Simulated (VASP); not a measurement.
# HfSiO4 (I4_1/amd) in VASP: a series of runs

Aim: see how the results for HfSiO4 move with the level of theory and the settings. Levels: PBE, r2SCAN. Tasks: single point.

All numbers are computed with VASP 6.6.1; they aren't measurements. Logs are shortened: lines on timing, memory, paths and dates and some standing lists are left out, and cuts for length are marked.

**1. The cell of the first run**

Symmetry: I4_1/amd, No. 141, tetragonal system. The conventional cell has a = 6.711 Å, b = 6.711 Å, c = 6.074 Å, α = 90.00°, β = 90.00°, γ = 90.00°. Within 2.9 Å of Hf (site symmetry -4m2) lie 8 O at 2.16 to 2.30 Å. Si (site symmetry -4m2) has 4 O at 1.65 Å within 2.2 Å. O (site symmetry m) has 1 Si at 1.65 Å and 1 Hf at 2.16 Å within 2.2 Å.

**2. Single point, PBE (11.40 Å³/atom)**

File INCAR:

```
SYSTEM = HfSiO4
ALGO = Normal ; EDIFF = 1E-7
ENCUT = 520 ; GGA = PE
ISIF = 2 ; ISMEAR = 0
LASPH = .True. ; LCHARG = .True.
LELF = .True. ; LREAL = .False.
LVHAR = .True. ; LWAVE = .False.
NBANDS = 50 ; NELM = 60
PREC = Accurate ; SIGMA = 0.01
```

File KPOINTS:

```
k-points
0
Gamma
  6 6 6
  0 0 0
```

File POSCAR:

```
HfSiO4
1.0
   -3.3556455978      3.3556455978      3.0370004505
    3.3556455978     -3.3556455978      3.0370004505
    3.3556455978      3.3556455978     -3.0370004505
Hf Si O
2 2 8
Direct
    0.7500000000      0.2500000000      0.5000000000
    0.0000000000      0.0000000000      0.0000000000
    0.2500000000      0.7500000000      0.5000000000
    0.5000000000      0.5000000000      0.0000000000
    0.1347369486      0.3189317937      0.8158051549
    0.0689317937      0.7531266389      0.6841948451
    0.5031266389      0.3189317937      0.1841948451
    0.0689317937      0.3847369486      0.3158051549
    0.6152630514      0.9310682063      0.6841948451
    0.6810682063      0.8652630514      0.1841948451
    0.2468733611      0.9310682063      0.3158051549
    0.6810682063      0.4968733611      0.8158051549
```

Potentials or basis: VASP PAW PBE potentials, release 64 (Hf_pv, Si, O).

The run is started by

```console
> cat potpaw_PBE.64/Hf_pv/POTCAR potpaw_PBE.64/Si/POTCAR potpaw_PBE.64/O/POTCAR > POTCAR
> mpirun -np 1 vasp_std > vasp.out
```

OUTCAR:

```text
SYSTEM = HfSiO4
   EDIFF = 1E-7
   ENCUT = 520
   GGA = PE
   ISIF = 2
   ISMEAR = 0
   LASPH = .True.
   LREAL = .False.
   NELM = 60
   PREC = Accurate

 ion  position               nearest neighbor table
   1  0.750  0.250  0.500-   7 2.16  12 2.16  10 2.16   5 2.16   8 2.30   9 2.30   6 2.30  11 2.30
                             3 3.04   3 3.04   2 3.68   2 3.68   2 3.68   2 3.68
   2  0.000  0.000  0.000-   6 2.16  11 2.16   9 2.16   8 2.16  10 2.30   5 2.30   7 2.30  12 2.30
                             4 3.04   4 3.04   1 3.68   1 3.68   1 3.68   1 3.68
   3  0.250  0.750  0.500-   8 1.65   9 1.65   6 1.65  11 1.65   1 3.04   1 3.04
   4  0.500  0.500  0.000-   5 1.65  10 1.65   7 1.65  12 1.65   2 3.04   2 3.04
   5  0.135  0.319  0.816-   4 1.65   1 2.16   2 2.30
   6  0.069  0.753  0.684-   3 1.65   2 2.16   1 2.30
   7  0.503  0.319  0.184-   4 1.65   1 2.16   2 2.30
   8  0.069  0.385  0.316-   3 1.65   2 2.16   1 2.30
   9  0.615  0.931  0.684-   3 1.65   2 2.16   1 2.30
  10  0.681  0.865  0.184-   4 1.65   1 2.16   2 2.30
  11  0.247  0.931  0.316-   3 1.65   2 2.16   1 2.30
  12  0.681  0.497  0.816-   4 1.65   1 2.16   2 2.30

  LATTYP: Found a body centered tetragonal cell.
 ALAT       =     6.7112911956
 C/A-ratio  =     0.9050420737

  Lattice vectors:

 A1 = (  -3.3556455978,   3.3556455978,   3.0370004505)
 A2 = (   3.3556455978,  -3.3556455978,   3.0370004505)
 A3 = (   3.3556455978,   3.3556455978,  -3.0370004505)

Analysis of symmetry for initial positions (statically):
=====================================================================
 Subroutine PRICEL returns:
 Original cell was already a primitive cell.

 Routine SETGRP: Setting up the symmetry group for a
 body centered tetragonal supercell.

 Subroutine GETGRP returns: Found 16 space group operations
 (whereof  8 operations were pure point group operations)
 out of a pool of 16 trial point group operations.

The static configuration has the point symmetry D_2d.
 The point group associated with its full space group is D_4h.

Analysis of symmetry for dynamics (positions and initial velocities):
=====================================================================
 Subroutine PRICEL returns:
 Original cell was already a primitive cell.

 Routine SETGRP: Setting up the symmetry group for a
 body centered tetragonal supercell.

 Subroutine GETGRP returns: Found 16 space group operations
 (whereof  8 operations were pure point group operations)
 out of a pool of 16 trial point group operations.

The dynamic configuration has the point symmetry D_2d.
 The point group associated with its full space group is D_4h.

 Subroutine INISYM returns: Found 16 space group operations
 (whereof  8 operations are pure point group operations),
 and found     1 'primitive' translations

----------------------------------------------------------------------------------------

                                     Primitive cell

  volume of cell :     136.7908

  direct lattice vectors                    reciprocal lattice vectors
    -3.355645598  3.355645598  3.037000450     0.000000000  0.149002624  0.164636130
     3.355645598 -3.355645598  3.037000450     0.149002624  0.000000000  0.164636130
     3.355645598  3.355645598 -3.037000450     0.149002624  0.149002624  0.000000000

  length of vectors
     5.634189071  5.634189071  5.634189071     0.222051429  0.222051429  0.210721532

  position of ions in fractional coordinates (direct lattice)
     0.750000000  0.250000000  0.500000000
     0.000000000  0.000000000  0.000000000
     0.250000000  0.750000000  0.500000000
     0.500000000  0.500000000  0.000000000
     0.134736949  0.318931794  0.815805155
     0.068931794  0.753126639  0.684194845
     0.503126639  0.318931794  0.184194845
     0.068931794  0.384736949  0.315805155
     0.615263051  0.931068206  0.684194845
     0.681068206  0.865263051  0.184194845
     0.246873361  0.931068206  0.315805155
     0.681068206  0.496873361  0.815805155

  ion indices of the primitive-cell ions
   primitive index   ion index
                 1           1
                 2           2
                 3           3
                 4           4
                 5           5
                 6           6
                 7           7
                 8           8
                 9           9
                10          10
                11          11
                12          12

----------------------------------------------------------------------------------------

 KPOINTS: k-points

Automatic generation of k-mesh.
 Grid dimensions read from file:
 generate k-points for:    6    6    6

 Generating k-lattice:

  Cartesian coordinates                     Fractional coordinates (reciprocal lattice)
     0.000000000  0.024833771  0.027439355     0.166666667 -0.000000000  0.000000000
     0.024833771  0.000000000  0.027439355    -0.000000000  0.166666667  0.000000000
     0.024833771  0.024833771  0.000000000     0.000000000  0.000000000  0.166666667

  Length of vectors
     0.037008572  0.037008572  0.035120255

  Shift w.r.t. Gamma in fractional coordinates (k-lattice)
     0.000000000  0.000000000  0.000000000

 Subroutine IBZKPT returns following result:
 ===========================================

 Found     30 irreducible k-points:

 Following reciprocal coordinates:
            Coordinates               Weight
  0.000000  0.000000  0.000000      1.000000
  0.166667  0.000000 -0.000000      8.000000
  0.333333  0.000000 -0.000000      8.000000
  0.500000 -0.000000  0.000000      4.000000
  0.166667  0.166667 -0.000000      8.000000
  0.333333  0.166667 -0.000000     16.000000
[... 16 lines left out ...]
 -0.333333 -0.333333  0.166667      8.000000
 -0.166667 -0.333333  0.166667      8.000000
 [... further k-points ...]
   k-points           NKPTS =     30   k-points in BZ     NKDIM =     30   number of bands    NBANDS=     50
   number of dos      NEDOS =    301   number of ions     NIONS =     12
   total plane-waves  NPLWV =  74088
   dimension x,y,z NGX =    42 NGY =   42 NGZ =   42
   dimension x,y,z NGXF=    84 NGYF=   84 NGZF=   84
   ions per type =               2   2   8
   NGX,Y,Z   is equivalent  to a cutoff of  12.39, 12.39, 12.39 a.u.
   NGXF,Y,Z  is equivalent  to a cutoff of  24.79, 24.79, 24.79 a.u.
 SYSTEM =  HfSiO4
   PREC   = accura    normal or accurate (medium, high low for compatibility)
   ISTART =      0    job   : 0-new  1-cont  2-samecut
   ICHARG =      2    charge: 1-file 2-atom 10-const
   ISPIN  =      1    spin polarized calculation?
   LNONCOLLINEAR =      F non collinear calculations
   LSORBIT =      F    spin-orbit coupling
   LASPH  =      T    aspherical Exc in radial PAW
   ENCUT  =  520.0 eV  38.22 Ry    6.18 a.u.  10.48 10.48 10.48*2*pi/ulx,y,z
   NELM   =     60;   NELMIN=  2; NELMDL= -5     # of ELM steps
   EDIFF  = 0.1E-06   stopping-criterion for ELM
   LREAL  =      F    real-space projection
   EDIFFG = 0.1E-05   stopping-criterion for IOM
   NSW    =      0    number of steps for IOM
   IBRION =     -1    ionic relax: 0-MD 1-quasi-New 2-CG
   NFREE  =      0    steps in history (QN), initial steepest desc. (CG)
   ISIF   =      2    stress and relaxation
   ISYM   =      2    0-nonsym 1-usesym 2-fastsym
   POTIM  = 0.5000    time-step for ionic-motion
   TEBEG  =    0.0;   TEEND  =   0.0 temperature during run
   PSTRESS=    0.0 pullay stress
   NELECT =      76.0000    total number of electrons
   NUPDOWN=      -1.0000    fix difference up-down
   EMIN   =  10.00;   EMAX   =-10.00  energy-range for DOS
   EFERMI =   0.00;   METHOD = LEGACY
   ISMEAR =     0;   SIGMA  =   0.01  broadening in eV -4-tet -1-fermi 0-gaus
   EFERMI_NEDOS =   21; number of points for ismear=-14 and -15
   IALGO  =     38    algorithm
   IMIX   =      4    mixing-type and parameters
     AMIX     =   0.40;   BMIX     =  1.00
     AMIX_MAG =   1.60;   BMIX_MAG =  1.00
  volume/ion in A,a.u.               =      11.40        76.93
  Fermi-wavevector in a.u.,A,eV,Ry     =   1.345841  2.543270 24.644062  1.811287
  Thomas-Fermi vector in A             =   2.473721
   LORBIT       =      0    0 simple, 1 ext, 2 COOP (PROOUT), +10 PAW based schemes
   GGA     = PE    functional components
   LHFCALC =     F    Hartree Fock is set to
   AEXX    =    0.0000 exact exchange contribution
   IVDW    =     0    specifies the selected vdW correction
   LEPSILON=     F    determine dielectric tensor
   LRPA    =     F    only Hartree local field effects (RPA)
 non-spin polarized calculation
 Gauss-broadening in eV      SIGMA  =   0.01
  energy-cutoff  :      520.00
  volume of cell :      136.79
 maximum number of plane-waves:      3723
 NGX is ok and might be reduce to    42
   NGX = 21   NGY = 21   NGZ = 21

 number of electron      76.0000021 magnetization

 Free energy of the ion-electron system (eV)
  ---------------------------------------------------
  ext. energy  EPLUGINS =         0.00000000
  ---------------------------------------------------
  free energy    TOTEN  =      -108.54306470 eV

  energy without entropy =     -108.54306470  energy(sigma->0) =     -108.54306470

 E-fermi :   2.9721     XC(G=0): -10.7929

 val. band max:        2.8244257518   @ k =   0.0000   0.0000   0.0000
 cond. band min:       7.9454524316   @ k =   0.3333   0.3333   0.1667
 fundamental gap:      5.1210266797
 Fermi energy:         2.9721481450

 k-point     1 :       0.0000    0.0000    0.0000
  band No.  band energies     occupation
      1     -26.8003      2.00000
      2     -26.8003      2.00000
      3     -26.7480      2.00000
      4     -26.7411      2.00000
      5     -26.6666      2.00000
      6     -26.6666      2.00000
[... 42 lines left out ...]
     49      11.4773      0.00000
     50      12.1680      0.00000
[... 1217 lines left out ...]
     49      11.0577      0.00000
     50      12.1128      0.00000

 [... further k-points ...]

------------------------ aborting loop because EDIFF is reached ----------------------------------------

  FORCE on cell =-STRESS in cart. coord.  units (eV):
  Direction    XX          YY          ZZ          XY          YZ          ZX
  --------------------------------------------------------------------------------------
  -------------------------------------------------------------------------------------
  Total       -6.5264459     -6.5264459     -7.2680581      0.0000000      0.0000000      0.0000000
  in kB      -76.4416936    -76.4416936    -85.1279057      0.0000000      0.0000000      0.0000000
  external PRESSURE =     -79.3370977 kB  Pullay stress =       0.0000000 kB

 VOLUME and BASIS-vectors are now :
 -----------------------------------------------------------------------------
  energy-cutoff  :      520.00
  volume of cell :      136.79
      direct lattice vectors                 reciprocal lattice vectors
    -3.355645598  3.355645598  3.037000450     0.000000000  0.149002624  0.164636130
     3.355645598 -3.355645598  3.037000450     0.149002624  0.000000000  0.164636130
     3.355645598  3.355645598 -3.037000450     0.149002624  0.149002624  0.000000000

 POSITION                                       TOTAL-FORCE (eV/Angst)
 -----------------------------------------------------------------------------------
      0.00000      3.35565      1.51850         0.000000      0.000000     -0.000000
      0.00000      0.00000      0.00000        -0.000000      0.000000     -0.000000
      3.35565      0.00000      1.51850         0.000000      0.000000     -0.000000
      0.00000      0.00000      3.03700        -0.000000      0.000000     -0.000000
      3.35565      2.11946     -1.09981        -0.000000      0.097361     -0.034101
      4.59183     -0.00000      0.41869        -0.097361      0.000000     -0.034101
     -0.00000      1.23619      1.93719         0.000000     -0.097361     -0.034101
      2.11946      0.00000      0.41869         0.097361      0.000000     -0.034101
      3.35565      1.23619      2.61831         0.000000     -0.097361      0.034101
      1.23619      0.00000      4.13681        -0.097361      0.000000      0.034101
      3.35565     -1.23619      2.61831        -0.000000      0.097361      0.034101
      2.11946      3.35565      1.09981         0.097361     -0.000000      0.034101
 -----------------------------------------------------------------------------------
    total drift:                               -0.000000     -0.000000      0.000000

  FREE ENERGIE OF THE ION-ELECTRON SYSTEM (eV)
  ---------------------------------------------------
  free  energy   TOTEN  =      -108.5430647013 eV

  energy  without entropy=     -108.5430647013  energy(sigma->0) =     -108.54306470
```

Run time: 2.6 min. Hardware: 1 thread of Intel Xeon 6975P-C (Granite Rapids), shared host; peak memory 0.35 GiB.

Results:

```yaml
Free_energy: -108.5431 eV
Pressure: -7.9 GPa
Largest_force: 0.103 eV/Å
Band_gap_on_the_k_mesh: 5.12 eV (least direct gap 5.42 eV)
```

Forces in eV/Å, atoms in the order of the input:
```
Hf   0.000  0.000  0.000
Hf   0.000  0.000  0.000
Si   0.000  0.000  0.000
Si   0.000  0.000  0.000
O    0.000  0.097 -0.034
O   -0.097  0.000 -0.034
O    0.000 -0.097 -0.034
O    0.097  0.000 -0.034
O    0.000 -0.097  0.034
O   -0.097  0.000  0.034
O    0.000  0.097  0.034
O    0.097  0.000  0.034
```

Caveat: the cell stands under tension; spin-orbit coupling is left out, which moves the levels of the heavy elements.

**3. Single point, PBE (11.73 Å³/atom)**

This run uses another cell than the first one, of 11.73 Å³/atom.

File INCAR:

```
  PREC = Accurate
  ENCUT = 520
  EDIFF = 1E-6
  ISMEAR = 0
  SIGMA = 0.01
  LREAL = False
  LASPH = True
  NELM = 100
  ALGO = Normal
  ISIF = 2
  LWAVE = False
  LCHARG = False
  GGA = PE
  NBANDS = 50
```

File KPOINTS:

```
Automatic mesh
0
Gamma
  6 6 6
```

Edit POSCAR of step 2 so:

```diff
@@ -2,5 +2,5 @@
 1.0
-   -3.3556455978      3.3556455978      3.0370004505
-    3.3556455978     -3.3556455978      3.0370004505
-    3.3556455978      3.3556455978     -3.0370004505
+   -3.3879134003      3.3879134003      3.0662041694
+    3.3879134003     -3.3879134003      3.0662041694
+    3.3879134003      3.3879134003     -3.0662041694
 Hf Si O
```

Potentials or basis: VASP PAW PBE potentials, release 64 (Hf_pv, Si, O).

The run is started by

```console
> cat potpaw_PBE.64/Hf_pv/POTCAR potpaw_PBE.64/Si/POTCAR potpaw_PBE.64/O/POTCAR > POTCAR
> mpirun -np 1 vasp_std > vasp.out
```

Wall time 2.4 min (1 thread of Intel Xeon 6975P-C (Granite Rapids), shared host); peak memory 0.35 GiB.

It converged, with:

| Property | Result |
| --- | --- |
| Free energy | -108.2824 eV |
| Pressure | -13.3 GPa |
| Largest force | 0.306 eV/Å |
| Band gap on the k mesh | 4.97 eV (least direct gap 5.25 eV) |

Forces on the atoms (eV/Å):
```
Hf   0.000  0.000  0.000
Hf   0.000  0.000  0.000
Si   0.000  0.000  0.000
Si   0.000  0.000  0.000
O    0.000  0.301  0.055
O   -0.301  0.000  0.055
O    0.000 -0.301  0.055
O    0.301  0.000  0.055
O    0.000 -0.301 -0.055
O   -0.301  0.000 -0.055
O    0.000  0.301 -0.055
O    0.301  0.000 -0.055
```

Stress tensor (GPa, compression positive):
```
-12.69   0.00   0.00
  0.00 -12.69   0.00
  0.00   0.00 -14.61
```

Levels at points of the mesh, in eV from the valence-band top:
```
           k point  band 36  band 37  band 38  band 39  band 40  band 41
(0.00, 0.00, 0.00)    -0.62    -0.49     0.00     5.25     5.43     5.57
(0.50, 0.00, 0.00)    -0.74    -0.24    -0.22     5.17     5.32     5.95
(0.50, 0.50, 0.00)    -0.83    -0.54    -0.54     4.99     4.99     5.91
(0.50, 0.50, 0.50)    -1.01    -0.92    -0.92     5.67     5.67     5.87
```

Caveat: the cell stands under tension; spin-orbit coupling is left out, which moves the levels of the heavy elements.

(Part 1 of 2 ends here.)
